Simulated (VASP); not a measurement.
CrCo: relaxation of cell and atoms with PBE

Crystal: CrCo.

```
Cr Co
1.0
     0.00000    2.07692    2.07692
     2.07692    0.00000    2.07692
     2.07692    2.07692    0.00000
Cr Co
1 1
Direct
  0.50000 0.50000 0.50000
  0.00000 0.00000 0.00000
```

```json
{
  "Program": "VASP 6.6.1",
  "Task": "relaxation of cell and atoms",
  "Functional": "PBE",
  "Potentials or basis": "VASP PAW PBE potentials, release 64 (Cr_pv, Co)",
  "Cutoff": "600 eV",
  "k mesh": "8 × 8 × 8",
  "Occupations": "gaussian, width 0.1 eV",
  "Spin": "collinear spin, ferromagnetic start",
  "Starting moments": "[3.0, 3.0] μB",
  "Dipole correction": "no",
  "Further INCAR settings": "ALGO = Normal; EDIFF = 1e-07; IBRION = 2; EDIFFG = -0.04; NSW = 90; ISIF = 3"
}
```

The relaxed volume is 12.26 Å³/atom and the relaxed cell is a = 3.261 Å, b = 3.261 Å, c = 3.261 Å, α = 60.00°, β = 60.00°, γ = 60.00°. The space group after relaxing (to 0.05 Å) is Fm-3m (No. 225). The energy gained by relaxing is 954.7 meV/atom and the ionic steps are 5. The pressure after relaxing is 0.1 GPa and the net moment is 0.00 μB per cell. The valence electrons inside the program's atomic spheres are Cr 10.91; Co 8.49.

Step by step:
```tsv
step	energy change (eV)	largest force (eV/Å)	pressure (GPa)	volume (Å³)
1	0.0000	0.0000	122.79	17.92
2	0.9874	0.0000	-30.93	42.27
3	-1.8805	0.0000	-7.99	25.63
4	-1.9058	0.0000	-2.95	24.90
5	-1.9094	0.0000	0.06	24.51
```

Final structure:
```yaml
crystal:
  lattice:
    - [0.00000, 2.30556, 2.30556]
    - [2.30556, 0.00000, 2.30556]
    - [2.30556, 2.30556, 0.00000]
  atoms:
    - { symbol: Cr, position: [0.50000, 0.50000, 0.50000] }
    - { symbol: Co, position: [0.00000, 0.00000, 0.00000] }
```

Levels at points of the mesh, in eV from the Fermi level:
Spin up:
```tsv
k point	band 7	band 8	band 9	band 10	band 11	band 12	band 13	band 14
(0.00, 0.00, 0.00)	-3.52	-3.52	-3.52	1.07	1.07	1.07	2.25	2.25
(0.50, 0.00, 0.00)	-2.17	-1.41	-1.41	-1.36	-1.36	0.12	0.12	0.23
(0.50, 0.50, 0.00)	-2.63	-1.22	-1.20	-1.20	0.42	0.42	1.12	2.21
```
Spin down:
```
           k point  band 6  band 7  band 8  band 9  band 10  band 11  band 12  band 13  band 14  band 15
(0.00, 0.00, 0.00)   -3.83   -3.52   -3.52   -3.52     1.07     1.07     1.07     2.25     2.25     6.93
(0.50, 0.00, 0.00)   -2.17   -2.17   -1.41   -1.41    -1.36    -1.36     0.12     0.12     0.23     2.04
(0.50, 0.50, 0.00)   -3.21   -2.63   -1.22   -1.20    -1.20     0.42     0.42     1.12     2.21     5.58
```

Wall time 2.1 min on 1 thread of Intel(R) Xeon(R) Platinum 8259CL CPU @ 2.50GHz (Skylake/Cascade Lake), on a shared host, peak memory 0.17 GiB.

Caveat: the starting moments collapsed, and a magnetic state may lie lower; the volume moved by over 15 % at a fixed basis, so the end points are rough.
